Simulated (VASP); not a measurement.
# SnCl (P6_3mc) in VASP: a series of runs

SnCl is run at these levels: PBE+D3(BJ), PBE, PBE+D4; tasks: single point, relaxation of cell and atoms.

All numbers are computed with VASP 6.6.1; they aren't measurements. Logs are shortened: lines on timing, memory, paths and dates and some standing lists are left out, and cuts for length are marked.

## Step 1: The cell of the first run

Symmetry: P6_3mc, No. 186, hexagonal system. Conventional cell: a = 3.421 Å, b = 3.421 Å, c = 10.047 Å, α = 90.00°, β = 90.00°, γ = 120.00°. Sn (site symmetry 3m) has 4 Cl at 2.56 to 3.16 Å within 3.4 Å. Within 3.4 Å of Cl (site symmetry 3m) lie 4 Sn at 2.56 to 3.16 Å.

## Step 2: Single point, PBE+D3(BJ)

File INCAR:

```
SYSTEM = SnCl
ALGO = Normal
EDIFF = 1E-7
ENCUT = 520
GGA = PE
ISIF = 2
ISMEAR = -1
IVDW = 12
LASPH = .True.
LCHARG = .False.
LREAL = .False.
LWAVE = .False.
NBANDS = 29
NELM = 80
PREC = Accurate
SIGMA = 0.05
```

File KPOINTS:

```
k-points
0
Gamma
  9 9 3
  0 0 0
```

File POSCAR:

```
SnCl
1.0
    3.4213750710      0.0000000000      0.0000000000
   -1.7106875355      2.9629977274      0.0000000000
    0.0000000000      0.0000000000     10.0470851184
Sn Cl
2 2
Direct
    0.6666666667      0.3333333333      0.8148940357
    0.3333333333      0.6666666667      0.3148940357
    0.6666666667      0.3333333333      0.5601069643
    0.3333333333      0.6666666667      0.0601069643
```

Potentials or basis: VASP PAW PBE potentials, release 64 (Sn_d, Cl).

On the command line:

```
cat potpaw_PBE.64/Sn_d/POTCAR potpaw_PBE.64/Cl/POTCAR > POTCAR
mpirun -np 1 vasp_std > vasp.out
```

OUTCAR:

```text
SYSTEM = SnCl
   EDIFF = 1E-7
   ENCUT = 520
   GGA = PE
   ISIF = 2
   ISMEAR = -1
   IVDW = 12
   LASPH = .True.
   LREAL = .False.
   NELM = 80
   PREC = Accurate
 IVDW          = 12

 ion  position               nearest neighbor table
   1  0.667  0.333  0.815-   3 2.56   4 3.16   4 3.16   4 3.16
   2  0.333  0.667  0.315-   4 2.56   3 3.16   3 3.16   3 3.16
   3  0.667  0.333  0.560-   1 2.56   2 3.16   2 3.16   2 3.16
   4  0.333  0.667  0.060-   2 2.56   1 3.16   1 3.16   1 3.16

  LATTYP: Found a hexagonal cell.
 ALAT       =     3.4213750710
 C/A-ratio  =     2.9365634898

  Lattice vectors:

 A1 = (   3.4213750710,   0.0000000000,   0.0000000000)
 A2 = (  -1.7106875355,   2.9629977274,   0.0000000000)
 A3 = (   0.0000000000,   0.0000000000,  10.0470851184)

Analysis of symmetry for initial positions (statically):
=====================================================================
 Subroutine PRICEL returns:
 Original cell was already a primitive cell.

 Routine SETGRP: Setting up the symmetry group for a
 hexagonal supercell.

 Subroutine GETGRP returns: Found 12 space group operations
 (whereof  6 operations were pure point group operations)
 out of a pool of 24 trial point group operations.

The static configuration has the point symmetry C_3v.
 The point group associated with its full space group is C_6v.

Analysis of symmetry for dynamics (positions and initial velocities):
=====================================================================
 Subroutine PRICEL returns:
 Original cell was already a primitive cell.

 Routine SETGRP: Setting up the symmetry group for a
 hexagonal supercell.

 Subroutine GETGRP returns: Found 12 space group operations
 (whereof  6 operations were pure point group operations)
 out of a pool of 24 trial point group operations.

The dynamic configuration has the point symmetry C_3v.
 The point group associated with its full space group is C_6v.

 Subroutine INISYM returns: Found 12 space group operations
 (whereof  6 operations are pure point group operations),
 and found     1 'primitive' translations

----------------------------------------------------------------------------------------

                                     Primitive cell

  volume of cell :     101.8526

  direct lattice vectors                    reciprocal lattice vectors
     3.421375071  0.000000000  0.000000000     0.292280144  0.168748020  0.000000000
    -1.710687535  2.962997727  0.000000000     0.000000000  0.337496040  0.000000000
     0.000000000  0.000000000 10.047085118     0.000000000  0.000000000  0.099531355

  length of vectors
     3.421375071  3.421375071 10.047085118     0.337496040  0.337496040  0.099531355

  position of ions in fractional coordinates (direct lattice)
     0.666666667  0.333333333  0.814894036
     0.333333333  0.666666667  0.314894036
     0.666666667  0.333333333  0.560106964
     0.333333333  0.666666667  0.060106964

  ion indices of the primitive-cell ions
   primitive index   ion index
                 1           1
                 2           2
                 3           3
                 4           4

----------------------------------------------------------------------------------------

 KPOINTS: k-points

Automatic generation of k-mesh.
 Grid dimensions read from file:
 generate k-points for:    9    9    3

 Generating k-lattice:

  Cartesian coordinates                     Fractional coordinates (reciprocal lattice)
     0.032475572  0.018749780  0.000000000     0.111111111  0.000000000  0.000000000
     0.000000000  0.037499560  0.000000000     0.000000000  0.111111111  0.000000000
     0.000000000  0.000000000  0.033177118     0.000000000  0.000000000  0.333333333

  Length of vectors
     0.037499560  0.037499560  0.033177118

  Shift w.r.t. Gamma in fractional coordinates (k-lattice)
     0.000000000  0.000000000  0.000000000

 Subroutine IBZKPT returns following result:
 ===========================================

 Found     24 irreducible k-points:

 Following reciprocal coordinates:
            Coordinates               Weight
  0.000000  0.000000  0.000000      1.000000
  0.111111  0.000000  0.000000      6.000000
  0.222222 -0.000000  0.000000      6.000000
  0.333333 -0.000000  0.000000      6.000000
  0.444444 -0.000000  0.000000      6.000000
  0.111111  0.111111  0.000000      6.000000
[... 16 lines left out ...]
  0.333333  0.222222  0.333333     24.000000
  0.333333  0.333333  0.333333      4.000000
   k-points           NKPTS =     24   k-points in BZ     NKDIM =     24   number of bands    NBANDS=     29
   number of dos      NEDOS =    301   number of ions     NIONS =      4
   total plane-waves  NPLWV =  62720
   dimension x,y,z NGX =    28 NGY =   28 NGZ =   80
   dimension x,y,z NGXF=    56 NGYF=   56 NGZF=  160
   ions per type =               2   2
   NGX,Y,Z   is equivalent  to a cutoff of  13.61, 13.61, 13.24 a.u.
   NGXF,Y,Z  is equivalent  to a cutoff of  27.21, 27.21, 26.47 a.u.
 SYSTEM =  SnCl
   PREC   = accura    normal or accurate (medium, high low for compatibility)
   ISTART =      0    job   : 0-new  1-cont  2-samecut
   ICHARG =      2    charge: 1-file 2-atom 10-const
   ISPIN  =      1    spin polarized calculation?
   LNONCOLLINEAR =      F non collinear calculations
   LSORBIT =      F    spin-orbit coupling
   LASPH  =      T    aspherical Exc in radial PAW
   ENCUT  =  520.0 eV  38.22 Ry    6.18 a.u.   6.36  6.36 18.68*2*pi/ulx,y,z
   NELM   =     80;   NELMIN=  2; NELMDL= -5     # of ELM steps
   EDIFF  = 0.1E-06   stopping-criterion for ELM
   LREAL  =      F    real-space projection
   EDIFFG = 0.1E-05   stopping-criterion for IOM
   NSW    =      0    number of steps for IOM
   IBRION =     -1    ionic relax: 0-MD 1-quasi-New 2-CG
   NFREE  =      0    steps in history (QN), initial steepest desc. (CG)
   ISIF   =      2    stress and relaxation
   ISYM   =      2    0-nonsym 1-usesym 2-fastsym
   POTIM  = 0.5000    time-step for ionic-motion
   TEBEG  =    0.0;   TEEND  =   0.0 temperature during run
   PSTRESS=    0.0 pullay stress
   NELECT =      42.0000    total number of electrons
   NUPDOWN=      -1.0000    fix difference up-down
   EMIN   =  10.00;   EMAX   =-10.00  energy-range for DOS
   EFERMI =   0.00;   METHOD = LEGACY
   ISMEAR =    -1;   SIGMA  =   0.05  broadening in eV -4-tet -1-fermi 0-gaus
   EFERMI_NEDOS =   21; number of points for ismear=-14 and -15
   IALGO  =     38    algorithm
   IMIX   =      4    mixing-type and parameters
     AMIX     =   0.40;   BMIX     =  1.00
     AMIX_MAG =   1.60;   BMIX_MAG =  1.00
  volume/ion in A,a.u.               =      25.46       171.83
  Fermi-wavevector in a.u.,A,eV,Ry     =   1.218523  2.302675 20.201923  1.484799
  Thomas-Fermi vector in A             =   2.353807
   LORBIT       =      0    0 simple, 1 ext, 2 COOP (PROOUT), +10 PAW based schemes
   GGA     = PE    functional components
   LHFCALC =     F    Hartree Fock is set to
   AEXX    =    0.0000 exact exchange contribution
   IVDW    =    12    specifies the selected vdW correction
   LEPSILON=     F    determine dielectric tensor
   LRPA    =     F    only Hartree local field effects (RPA)
 non-spin polarized calculation
  energy-cutoff  :      520.00
  volume of cell :      101.85
 maximum number of plane-waves:      2761
 NGX is ok and might be reduce to    28
   NGX = 13   NGY = 13   NGZ = 37

 number of electron      41.9999996 magnetization

 Free energy of the ion-electron system (eV)
  ---------------------------------------------------
  ext. energy  EPLUGINS =         0.00000000
  ---------------------------------------------------
  free energy    TOTEN  =       -13.40255670 eV

  energy without entropy =      -13.39429446  energy(sigma->0) =      -13.39842558

 E-fermi :   5.1938     XC(G=0):  -9.6008

 val. band max:        5.1935150489   @ k =   0.3333   0.3333   0.0000
 cond. band min:       5.2147187737   @ k =   0.2222   0.2222   0.0000
 fundamental gap:      0.0212037248
 Fermi energy:         5.1938355285

 k-point     1 :       0.0000    0.0000    0.0000
  band No.  band energies     occupation
      1     -16.3335      2.00000
      2     -16.3239      2.00000
      3     -16.2627      2.00000
      4     -16.2627      2.00000
      5     -16.2627      2.00000
      6     -16.2627      2.00000
[... 21 lines left out ...]
     28      12.6744      0.00000
     29      15.9331      0.00000

 k-point     2 :       0.1111    0.0000    0.0000
  band No.  band energies     occupation
      1     -16.3256      2.00000
      2     -16.3166      2.00000
      3     -16.2640      2.00000
      4     -16.2638      2.00000
      5     -16.2489      2.00000
      6     -16.2489      2.00000
[... 21 lines left out ...]
     28      13.1916      0.00000
     29      14.7524      0.00000

 k-point     3 :       0.2222   -0.0000    0.0000
  band No.  band energies     occupation
      1     -16.3134      2.00000
      2     -16.3076      2.00000
      3     -16.2598      2.00000
      4     -16.2574      2.00000
      5     -16.2329      2.00000
      6     -16.2326      2.00000
[... 21 lines left out ...]
     28      13.2264      0.00000
     29      14.2176      0.00000

 k-point     4 :       0.3333   -0.0000    0.0000
  band No.  band energies     occupation
      1     -16.3147      2.00000
      2     -16.3123      2.00000
      3     -16.2530      2.00000
      4     -16.2520      2.00000
      5     -16.2398      2.00000
      6     -16.2354      2.00000
[... 597 lines left out ...]
     28      13.3146      0.00000
     29      14.2717      0.00000

 k-point    23 :       0.3333    0.2222    0.3333
  band No.  band energies     occupation
      1     -16.2714      2.00000
      2     -16.2707      2.00000
      3     -16.2576      2.00000
      4     -16.2572      2.00000
      5     -16.2362      2.00000
      6     -16.2358      2.00000
[... 21 lines left out ...]
     28      13.1934      0.00000
     29      13.9476      0.00000

 k-point    24 :       0.3333    0.3333    0.3333
  band No.  band energies     occupation
      1     -16.2538      2.00000
      2     -16.2538      2.00000
      3     -16.2479      2.00000
      4     -16.2473      2.00000
      5     -16.2470      2.00000
      6     -16.2470      2.00000
[... 21 lines left out ...]
     28      13.1858      0.00000
     29      14.1169      0.00000

------------------------ aborting loop because EDIFF is reached ----------------------------------------

 Edisp (eV)   -1.15353

 E8    (eV) :    -0.4922

  FORCE on cell =-STRESS in cart. coord.  units (eV):
  Direction    XX          YY          ZZ          XY          YZ          ZX
  --------------------------------------------------------------------------------------
  -------------------------------------------------------------------------------------
  Total      -0.16166    -0.16166    -0.14197     0.00000    -0.00000    -0.00000
  in kB      -2.54292    -2.54292    -2.23318     0.00000    -0.00000    -0.00000
  external pressure =       -2.44 kB  Pullay stress =        0.00 kB

 VOLUME and BASIS-vectors are now :
 -----------------------------------------------------------------------------
  energy-cutoff  :      520.00
  volume of cell :      101.85
      direct lattice vectors                 reciprocal lattice vectors
     3.421375071  0.000000000  0.000000000     0.292280144  0.168748020  0.000000000
    -1.710687535  2.962997727  0.000000000     0.000000000  0.337496040  0.000000000
     0.000000000  0.000000000 10.047085118     0.000000000  0.000000000  0.099531355

 POSITION                                       TOTAL-FORCE (eV/Angst)
 -----------------------------------------------------------------------------------
      1.71069      0.98767      8.18731         0.000000      0.000000     -0.005270
     -0.00000      1.97533      3.16377         0.000000     -0.000000     -0.005270
      1.71069      0.98767      5.62744         0.000000      0.000000      0.005270
     -0.00000      1.97533      0.60390        -0.000000     -0.000000      0.005270
 -----------------------------------------------------------------------------------
    total drift:                                0.000000      0.000000     -0.000898

  FREE ENERGIE OF THE ION-ELECTRON SYSTEM (eV)
  ---------------------------------------------------
  free  energy   TOTEN  =       -14.5560903310 eV

  energy  without entropy=      -14.5478280947  energy(sigma->0) =      -14.55195921
```

Wall time 43 s (1 thread of Intel Xeon 6975P-C (Granite Rapids), shared host); peak memory 0.27 GiB.

Results:

```
Free energy                : -14.5561 eV
Pressure                   : -0.2 GPa
Largest force              : 0.005 eV/Å
Band gap on the k mesh     : zero (band 21 reaches 7.75 eV, above the bottom of band 22 at 4.07 eV)
Dispersion energy per atom : -0.288 eV
```

Forces in eV/Å, atoms in the order of the input:
```
Sn   0.000  0.000 -0.005
Sn   0.000  0.000 -0.005
Cl   0.000  0.000  0.005
Cl   0.000  0.000  0.005
```

Levels at points of the mesh, in eV from the Fermi level:
```csv
k point,band 17,band 18,band 19,band 20,band 21,band 22,band 23,band 24
"(0.00, 0.00, 0.00)",-1.40,-1.40,-1.34,-1.34,0.93,4.49,6.60,6.60
```

Caveat: three body term missing; spin-orbit coupling is left out, which moves the levels of the heavy elements; pairwise dispersion overbinds metals, which lowers pressure and volume.

(Continued in part 2 of 3.)
